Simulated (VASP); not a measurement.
Crystal: HfB.

```xyz
4
Lattice="3.2700 0.0000 0.0000 -1.6350 2.8319 0.0000 0.0000 0.0000 5.2320" Properties=species:S:1:pos:R:3 pbc="T T T"
Hf    0.0000    0.0000    0.0000
Hf    0.0000    0.0000    2.6160
B     0.0000    1.8879    1.3080
B     1.6350    0.9440    3.9240
```

* Program: VASP 6.6.1
* Task: relaxation of cell and atoms
* Functional: LDA
* Potentials or basis: VASP PAW LDA potentials, release 64 (Hf_pv, B)
* Cutoff: 500 eV
* k mesh: 7 × 7 × 4
* Occupations: methfessel-paxton, width 0.1 eV
* Spin: no spin polarisation

At the start: pressure 34.7 GPa; volume 12.11 Å³/atom.

**Question.** Where does the relaxation end?

**Answer.** Over 10 steps the energy falls by 317.8 meV/atom and the volume is 14.06 Å³/atom (+16.1 %); space group P6_3/mmc (No. 194, to 0.1 Å) before and after.

Step by step:
| step | energy change (eV) | largest force (eV/Å) | pressure (GPa) | volume (Å³) |
| --- | --- | --- | --- | --- |
| 1 | 0.0000 | 0.0000 | 34.74 | 48.45 |
| 2 | -0.2089 | 0.0000 | -23.26 | 68.82 |
| 3 | -1.1441 | 0.0000 | -4.34 | 58.00 |
| 4 | -1.2713 | 0.0000 | 0.20 | 56.20 |
| 5 | -1.2713 | 0.0000 | 0.13 | 56.22 |
| 6 | -1.2713 | 0.0000 | 0.03 | 56.26 |
| 7 | -1.2713 | 0.0000 | -0.10 | 56.30 |
| 8 | -1.2713 | 0.0000 | -0.10 | 56.30 |
| 9 | -1.2713 | 0.0000 | -0.05 | 56.29 |
| 10 | -1.2714 | 0.0000 | 0.04 | 56.25 |

Final structure:
```
Hf B
1.0
     3.28302    0.00000    0.00000
    -1.64151    2.84318    0.00000
     0.00000    0.00000    6.02670
Hf B
2 2
Direct
  0.00000 0.00000 0.00000
  0.00000 0.00000 0.50000
  0.33333 0.66667 0.25000
  0.66667 0.33333 0.75000
```

Caveat: the volume moved by over 15 % at a fixed basis, so the end points are rough.
